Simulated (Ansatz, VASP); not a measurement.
One calculation of GaP, two programs

```xyz
2
Lattice="0.0000 2.7252 2.6980 2.7252 0.0000 2.6980 2.7252 2.7252 0.0000" Properties=species:S:1:pos:R:3 pbc="T T T"
Ga    0.0000    0.0000    0.0000
P     4.0879    4.0879    4.0470
```

Change from the starting cell: zz strain of -1 %, crystal datasets.

Alike in both runs: task electric field gradients; functional PBE; k mesh 10 × 10 × 10; occupations fermi-dirac, width 0.05 eV; no spin polarisation.

|  | VASP | Ansatz |
| --- | --- | --- |
| version | VASP 6.6.1 | Ansatz 0.2.0 |
| potentials or method | VASP PAW PBE potentials, release 64 (Ga_d, P), cutoff 520 eV | all-electron PAW with datasets made for the crystal, scalar-relativistic |

Ansatz gave:

| Quantity | Value |
| --- | --- |
| pressure (GPa) | 3.4 |
| traceless stress, the component that is largest in VASP (GPa) | 0.48 |
| size of Vzz on the site where it differs most (V/Å²) | 2.1 |

Task: Estimate VASP's values.

Result: Pressure (GPa): 3.4; traceless stress, the component that is largest in VASP (GPa): 0.48; size of Vzz on the site where it differs most (V/Å²): 1.7.

Ansatz ran all-electron here, and VASP with PAW potentials.
